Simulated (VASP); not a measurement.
# InP (I-4m2) in VASP: a series of runs

InP is run at these levels: PBE, r2SCAN; tasks: single point.

Program: VASP 6.6.1. These are calculated values, not measurements. Logs are shortened: lines on timing, memory, paths and dates and some standing lists are left out, and cuts for length are marked.

### 1 The cell of the first run

The structure is tetragonal, space group I-4m2 (No. 119). The conventional cell has a = 4.177 Å, b = 4.177 Å, c = 5.707 Å, α = 90.00°, β = 90.00°, γ = 90.00°. Within 3.3 Å of In (site symmetry -4m2) lie 4 P at 2.53 Å. Within 3.3 Å of P (site symmetry -4m2) lie 4 In at 2.53 Å.

### 2 Single point, PBE (uniaxial x strain -3.4%)

INCAR

```
  PREC = Accurate
  ENCUT = 520
  EDIFF = 1E-6
  ISMEAR = -1
  SIGMA = 0.02
  LREAL = False
  LASPH = True
  NELM = 80
  ALGO = Normal
  ISIF = 2
  LWAVE = False
  LCHARG = False
  GGA = PE
  NBANDS = 16
```

KPOINTS

```
Automatic mesh
0
Gamma
  8 8 8
```

POSCAR

```
InP
1.0
    0.0000000000      2.9537876370      2.9537876370
    2.8536542361      0.0000000000      2.9537876370
    2.8536542361      2.9537876370      0.0000000000
In P
1 1
Direct
    0.0000000000      0.0000000000      0.0000000000
    0.2500000000      0.2500000000      0.2500000000
```

Potentials or basis: VASP PAW PBE potentials, release 64 (In_d, P).

On the command line:

```sh
$ cat potpaw_PBE.64/In_d/POTCAR potpaw_PBE.64/P/POTCAR > POTCAR
$ mpirun -np 1 vasp_std > vasp.out
```

OUTCAR:

```text
PREC = Accurate
   ENCUT = 520
   EDIFF = 1E-6
   ISMEAR = -1
   LREAL = False
   LASPH = True
   NELM = 80
   ISIF = 2
   GGA = PE

 ion  position               nearest neighbor table
   1  0.000  0.000  0.000-   2 2.53   2 2.53   2 2.53   2 2.53
   2  0.250  0.250  0.250-   1 2.53   1 2.53   1 2.53   1 2.53

  LATTYP: Found a body centered tetragonal cell.
 ALAT       =     4.1772865366
 C/A-ratio  =     1.3662717226

  Lattice vectors:

 A1 = (  -2.8536542361,   0.0000000000,  -2.9537876370)
 A2 = (  -2.8536542361,   0.0000000000,   2.9537876370)
 A3 = (   2.8536542361,   2.9537876370,   0.0000000000)

Analysis of symmetry for initial positions (statically):
=====================================================================
 Subroutine PRICEL returns:
 Original cell was already a primitive cell.

 Routine SETGRP: Setting up the symmetry group for a
 body centered tetragonal supercell.

 Subroutine GETGRP returns: Found  8 space group operations
 (whereof  8 operations were pure point group operations)
 out of a pool of 16 trial point group operations.

The static configuration has the point symmetry D_2d.

Analysis of symmetry for dynamics (positions and initial velocities):
=====================================================================
 Subroutine PRICEL returns:
 Original cell was already a primitive cell.

 Routine SETGRP: Setting up the symmetry group for a
 body centered tetragonal supercell.

 Subroutine GETGRP returns: Found  8 space group operations
 (whereof  8 operations were pure point group operations)
 out of a pool of 16 trial point group operations.

The dynamic configuration has the point symmetry D_2d.

 Subroutine INISYM returns: Found  8 space group operations
 (whereof  8 operations are pure point group operations),
 and found     1 'primitive' translations

----------------------------------------------------------------------------------------

                                     Primitive cell

  volume of cell :      49.7955

  direct lattice vectors                    reciprocal lattice vectors
     0.000000000  2.953787637  2.953787637    -0.175213939  0.169274187  0.169274187
     2.853654236  0.000000000  2.953787637     0.175213939 -0.169274187  0.169274187
     2.853654236  2.953787637  0.000000000     0.175213939  0.169274187 -0.169274187

  length of vectors
     4.177286537  4.107091903  4.107091903     0.296660454  0.296660454  0.296660454

  position of ions in fractional coordinates (direct lattice)
     0.000000000  0.000000000  0.000000000
     0.250000000  0.250000000  0.250000000

  ion indices of the primitive-cell ions
   primitive index   ion index
                 1           1
                 2           2

----------------------------------------------------------------------------------------

 KPOINTS: Automatic mesh

Automatic generation of k-mesh.
 Grid dimensions read from file:
 generate k-points for:    8    8    8

 Generating k-lattice:

  Cartesian coordinates                     Fractional coordinates (reciprocal lattice)
    -0.021901742  0.021159273  0.021159273     0.125000000  0.000000000  0.000000000
     0.021901742 -0.021159273  0.021159273     0.000000000  0.125000000  0.000000000
     0.021901742  0.021159273 -0.021159273     0.000000000  0.000000000  0.125000000

  Length of vectors
     0.037082557  0.037082557  0.037082557

  Shift w.r.t. Gamma in fractional coordinates (k-lattice)
     0.000000000  0.000000000  0.000000000

 Subroutine IBZKPT returns following result:
 ===========================================

 Found     59 irreducible k-points:

 Following reciprocal coordinates:
            Coordinates               Weight
  0.000000  0.000000  0.000000      1.000000
  0.125000  0.000000  0.000000      8.000000
  0.250000  0.000000  0.000000      8.000000
  0.375000  0.000000  0.000000      8.000000
  0.500000  0.000000  0.000000      4.000000
  0.125000  0.125000  0.000000      4.000000
[... 16 lines left out ...]
  0.250000  0.125000  0.125000      4.000000
  0.375000  0.125000  0.125000      8.000000
 [... further k-points ...]
   k-points           NKPTS =     59   k-points in BZ     NKDIM =     59   number of bands    NBANDS=     16
   number of dos      NEDOS =    301   number of ions     NIONS =      2
   total plane-waves  NPLWV =  32768
   dimension x,y,z NGX =    32 NGY =   32 NGZ =   32
   dimension x,y,z NGXF=    64 NGYF=   64 NGZF=   64
   ions per type =               1   1
   NGX,Y,Z   is equivalent  to a cutoff of  12.74, 12.95, 12.95 a.u.
   NGXF,Y,Z  is equivalent  to a cutoff of  25.47, 25.91, 25.91 a.u.
 SYSTEM =  unknown system
   PREC   = accura    normal or accurate (medium, high low for compatibility)
   ISTART =      0    job   : 0-new  1-cont  2-samecut
   ICHARG =      2    charge: 1-file 2-atom 10-const
   ISPIN  =      1    spin polarized calculation?
   LNONCOLLINEAR =      F non collinear calculations
   LSORBIT =      F    spin-orbit coupling
   LASPH  =      T    aspherical Exc in radial PAW
   ENCUT  =  520.0 eV  38.22 Ry    6.18 a.u.   7.77  7.64  7.64*2*pi/ulx,y,z
   NELM   =     80;   NELMIN=  2; NELMDL= -5     # of ELM steps
   EDIFF  = 0.1E-05   stopping-criterion for ELM
   LREAL  =      F    real-space projection
   EDIFFG = 0.1E-04   stopping-criterion for IOM
   NSW    =      0    number of steps for IOM
   IBRION =     -1    ionic relax: 0-MD 1-quasi-New 2-CG
   NFREE  =      0    steps in history (QN), initial steepest desc. (CG)
   ISIF   =      2    stress and relaxation
   ISYM   =      2    0-nonsym 1-usesym 2-fastsym
   POTIM  = 0.5000    time-step for ionic-motion
   TEBEG  =    0.0;   TEEND  =   0.0 temperature during run
   PSTRESS=    0.0 pullay stress
   NELECT =      18.0000    total number of electrons
   NUPDOWN=      -1.0000    fix difference up-down
   EMIN   =  10.00;   EMAX   =-10.00  energy-range for DOS
   EFERMI =   0.00;   METHOD = LEGACY
   ISMEAR =    -1;   SIGMA  =   0.02  broadening in eV -4-tet -1-fermi 0-gaus
   EFERMI_NEDOS =   21; number of points for ismear=-14 and -15
   IALGO  =     38    algorithm
   IMIX   =      4    mixing-type and parameters
     AMIX     =   0.40;   BMIX     =  1.00
     AMIX_MAG =   1.60;   BMIX_MAG =  1.00
  volume/ion in A,a.u.               =      24.90       168.02
  Fermi-wavevector in a.u.,A,eV,Ry     =   1.166189  2.203778 18.503888  1.359997
  Thomas-Fermi vector in A             =   2.302706
   LORBIT       =      0    0 simple, 1 ext, 2 COOP (PROOUT), +10 PAW based schemes
   GGA     = PE    functional components
   LHFCALC =     F    Hartree Fock is set to
   AEXX    =    0.0000 exact exchange contribution
   IVDW    =     0    specifies the selected vdW correction
   LEPSILON=     F    determine dielectric tensor
   LRPA    =     F    only Hartree local field effects (RPA)
 non-spin polarized calculation
  energy-cutoff  :      520.00
  volume of cell :       49.80
 maximum number of plane-waves:      1355
   NGX = 15   NGY = 15   NGZ = 15

 number of electron      18.0000002 magnetization

 Free energy of the ion-electron system (eV)
  ---------------------------------------------------
  ext. energy  EPLUGINS =         0.00000000
  ---------------------------------------------------
  free energy    TOTEN  =        -8.36366317 eV

  energy without entropy =       -8.36366317  energy(sigma->0) =       -8.36366317

 E-fermi :   5.7403     XC(G=0):  -9.3322

 val. band max:        5.4091521571   @ k =   0.0000   0.0000   0.0000
 cond. band min:       6.0720420951   @ k =   0.0000   0.0000   0.0000
 fundamental gap:      0.6628899380
 Fermi energy:         5.7402563166

 k-point     1 :       0.0000    0.0000    0.0000
  band No.  band energies     occupation
      1      -8.9061      2.00000
      2      -8.9061      2.00000
      3      -8.8913      2.00000
      4      -8.7467      2.00000
      5      -8.7424      2.00000
      6      -6.2814      2.00000
[... 8 lines left out ...]
     15      14.5106      0.00000
     16      15.0147      0.00000

 k-point     2 :       0.1250    0.0000    0.0000
  band No.  band energies     occupation
      1      -8.9221      2.00000
      2      -8.8982      2.00000
      3      -8.8877      2.00000
      4      -8.7471      2.00000
      5      -8.7418      2.00000
      6      -6.0998      2.00000
[... 8 lines left out ...]
     15      14.2487      0.00000
     16      14.7644      0.00000

 k-point     3 :       0.2500    0.0000    0.0000
  band No.  band energies     occupation
      1      -8.9665      2.00000
      2      -8.8817      2.00000
      3      -8.8724      2.00000
      4      -8.7460      2.00000
      5      -8.7374      2.00000
      6      -5.5924      2.00000
[... 8 lines left out ...]
     15      13.9151      0.00000
     16      14.5555      0.00000

 k-point     4 :       0.3750    0.0000    0.0000
  band No.  band energies     occupation
      1      -9.0087      2.00000
      2      -8.8694      2.00000
      3      -8.8602      2.00000
      4      -8.7408      2.00000
      5      -8.7283      2.00000
      6      -4.9116      2.00000
[... 8 lines left out ...]
     15      14.8591      0.00000
     16      14.9036      0.00000

 k-point     5 :       0.5000    0.0000    0.0000
  band No.  band energies     occupation
      1      -9.0255      2.00000
      2      -8.8657      2.00000
      3      -8.8565      2.00000
      4      -8.7373      2.00000
      5      -8.7231      2.00000
      6      -4.5214      2.00000
[... 8 lines left out ...]
     15      15.8519      0.00000
     16      16.0980      0.00000

 k-point     6 :       0.1250    0.1250    0.0000
  band No.  band energies     occupation
      1      -8.9395      2.00000
      2      -8.8900      2.00000
      3      -8.8775      2.00000
      4      -8.7497      2.00000
      5      -8.7400      2.00000
      6      -6.0449      2.00000
[... 8 lines left out ...]
     15      14.9034      0.00000
     16      15.1850      0.00000

 k-point     7 :       0.2500    0.1250    0.0000
  band No.  band energies     occupation
      1      -8.9742      2.00000
      2      -8.8741      2.00000
      3      -8.8636      2.00000
      4      -8.7534      2.00000
      5      -8.7353      2.00000
      6      -5.6502      2.00000
[... 8 lines left out ...]
     15      14.7974      0.00000
     16      15.8350      0.00000

 k-point     8 :       0.3750    0.1250    0.0000
  band No.  band energies     occupation
      1      -9.0094      2.00000
      2      -8.8635      2.00000
      3      -8.8513      2.00000
      4      -8.7495      2.00000
      5      -8.7301      2.00000
      6      -5.0141      2.00000
[... 8 lines left out ...]
     15      15.1968      0.00000
     16      15.5372      0.00000

 k-point     9 :       0.5000    0.1250    0.0000
  band No.  band energies     occupation
      1      -9.0291      2.00000
      2      -8.8598      2.00000
      3      -8.8471      2.00000
      4      -8.7413      2.00000
      5      -8.7279      2.00000
      6      -4.4602      2.00000
[... 8 lines left out ...]
     15      15.8379      0.00000
     16      16.0308      0.00000
[... 172 lines left out ...]
 k-point    19 :       0.5000    0.3750   -0.0000
  band No.  band energies     occupation
      1      -9.0785      2.00000
      2      -8.8093      2.00000
      3      -8.7999      2.00000
      4      -8.7832      2.00000
      5      -8.7159      2.00000
      6      -4.0314      2.00000
[... 8 lines left out ...]
     15      16.1955      0.00000
     16      17.3823      0.00000

 k-point    20 :      -0.3750    0.3750    0.0000
  band No.  band energies     occupation
      1      -9.0641      2.00000
      2      -8.8265      2.00000
      3      -8.8070      2.00000
      4      -8.7691      2.00000
      5      -8.7257      2.00000
      6      -3.8871      2.00000
[... 8 lines left out ...]
     15      15.2865      0.00000
     16      18.1763      0.00000

 k-point    21 :       0.5000    0.5000    0.0000
  band No.  band energies     occupation
      1      -9.0924      2.00000
      2      -8.7955      2.00000
      3      -8.7941      2.00000
      4      -8.7893      2.00000
      5      -8.7109      2.00000
      6      -3.8975      2.00000
[... 8 lines left out ...]
     15      16.0634      0.00000
     16      17.1626      0.00000

 k-point    22 :       0.0000    0.1250    0.1250
  band No.  band energies     occupation
      1      -8.9276      2.00000
      2      -8.8905      2.00000
      3      -8.8905      2.00000
      4      -8.7541      2.00000
      5      -8.7364      2.00000
      6      -6.0300      2.00000
[... 8 lines left out ...]
     15      14.6655      0.00000
     16      15.2432      0.00000

 k-point    23 :       0.2500    0.1250    0.1250
  band No.  band energies     occupation
      1      -8.9527      2.00000
      2      -8.8892      2.00000
      3      -8.8702      2.00000
      4      -8.7453      2.00000
      5      -8.7425      2.00000
      6      -5.8181      2.00000
[... 8 lines left out ...]
     15      14.1400      0.00000
     16      15.7949      0.00000

 k-point    24 :       0.3750    0.1250    0.1250
  band No.  band energies     occupation
      1      -8.9917      2.00000
      2      -8.8712      2.00000
      3      -8.8587      2.00000
      4      -8.7423      2.00000
      5      -8.7401      2.00000
      6      -5.2458      2.00000
[... 8 lines left out ...]
     15      14.9392      0.00000
     16      15.8935      0.00000

 [... further k-points ...]

------------------------ aborting loop because EDIFF is reached ----------------------------------------

  FORCE on cell =-STRESS in cart. coord.  units (eV):
  Direction    XX          YY          ZZ          XY          YZ          ZX
  --------------------------------------------------------------------------------------
  -------------------------------------------------------------------------------------
  Total        1.5215194      1.1310882      1.1310882      0.0000000      0.0000000     -0.0000000
  in kB       48.9551272     36.3929410     36.3929410      0.0000000      0.0000000     -0.0000000
  external PRESSURE =      40.5803364 kB  Pullay stress =       0.0000000 kB

 VOLUME and BASIS-vectors are now :
 -----------------------------------------------------------------------------
  energy-cutoff  :      520.00
  volume of cell :       49.80
      direct lattice vectors                 reciprocal lattice vectors
     0.000000000  2.953787637  2.953787637    -0.175213939  0.169274187  0.169274187
     2.853654236  0.000000000  2.953787637     0.175213939 -0.169274187  0.169274187
     2.853654236  2.953787637  0.000000000     0.175213939  0.169274187 -0.169274187

 POSITION                                       TOTAL-FORCE (eV/Angst)
 -----------------------------------------------------------------------------------
      0.00000      0.00000      0.00000         0.000000      0.000000      0.000000
      1.42683      1.47689      1.47689        -0.000000     -0.000000     -0.000000
 -----------------------------------------------------------------------------------
    total drift:                               -0.000000      0.000000      0.000000

  FREE ENERGIE OF THE ION-ELECTRON SYSTEM (eV)
  ---------------------------------------------------
  free  energy   TOTEN  =        -8.3636631676 eV

  energy  without entropy=       -8.3636631674  energy(sigma->0) =       -8.36366317
```

It took 22 s on 1 thread of AMD EPYC 9R45 (Zen 5), shared host; peak memory 0.17 GiB.

Results:

```yaml
Free_energy: -8.3637 eV
Pressure: 4.1 GPa
Band_gap_on_the_k_mesh: 0.66 eV, direct
```

Stress tensor (GPa, compression positive):
```
4.90 0.00 0.00
0.00 3.64 0.00
0.00 0.00 3.64
```

Caveat: the cell differs from its parent crystal (uniaxial x strain -3.4%); spin-orbit coupling is left out, which moves the levels of the heavy elements.

### 3 Single point, r2SCAN (uniaxial x strain -3.4%)

POSCAR is that of step 2.

INCAR.step1

```
PREC = Accurate ; ENCUT = 520
ISMEAR = 0 ; SIGMA = 0.01
LREAL = False ; LASPH = True
NELM = 60 ; NBANDS = 16
GGA = PE ; ALGO = Normal
EDIFF = 1E-4 ; LWAVE = True
LCHARG = False
```

INCAR.step2

```
PREC = Accurate ; ENCUT = 520
EDIFF = 1E-7 ; ISMEAR = 0
SIGMA = 0.01 ; LREAL = False
LASPH = True ; NELM = 60
ALGO = Normal ; ISIF = 2
LWAVE = False ; LCHARG = False
METAGGA = R2SCAN ; LMIXTAU = True
NBANDS = 16 ; ISTART = 1
```

KPOINTS is that of step 2.

Potentials or basis: VASP PAW PBE potentials, release 64 (In_d, P).

On the command line:

```sh
$ cat potpaw_PBE.64/In_d/POTCAR potpaw_PBE.64/P/POTCAR > POTCAR
$ cp INCAR.step1 INCAR
$ mpirun -np 1 vasp_std > vasp.out
$ cp INCAR.step2 INCAR
$ mpirun -np 1 vasp_std > vasp.out
```

It took 2 min on 1 thread of AMD EPYC 9R45 (Zen 5), shared host; peak memory 0.18 GiB.

Results (log left out):

* Free energy: -32.2797 eV
* Pressure: 2.4 GPa
* Band gap on the k mesh: 1.12 eV, direct

Stress tensor (GPa, compression positive):
```
3.30 0.00 0.00
0.00 1.90 0.00
0.00 0.00 1.90
```

Levels at points of the mesh, in eV from the valence-band top:
| k point | band 6 | band 7 | band 8 | band 9 | band 10 | band 11 | band 12 | band 13 |
| --- | --- | --- | --- | --- | --- | --- | --- | --- |
| (0.00, 0.00, 0.00) | -12.18 | -0.16 | -0.16 | 0.00 | 1.12 | 4.30 | 4.36 | 4.36 |
| (0.50, 0.00, 0.00) | -10.34 | -6.05 | -1.25 | -1.02 | 1.77 | 4.93 | 5.20 | 7.48 |
| (0.50, 0.50, 0.00) | -9.69 | -6.11 | -2.49 | -2.47 | 1.95 | 2.55 | 9.72 | 10.14 |
| (0.00, 0.50, 0.50) | -9.56 | -5.88 | -2.69 | -2.69 | 1.75 | 2.22 | 10.09 | 10.26 |

Caveat: the cell differs from its parent crystal (uniaxial x strain -3.4%); the PAW data sets were made with another functional, which shifts forces and pressure a little; spin-orbit coupling is left out, which moves the levels of the heavy elements.
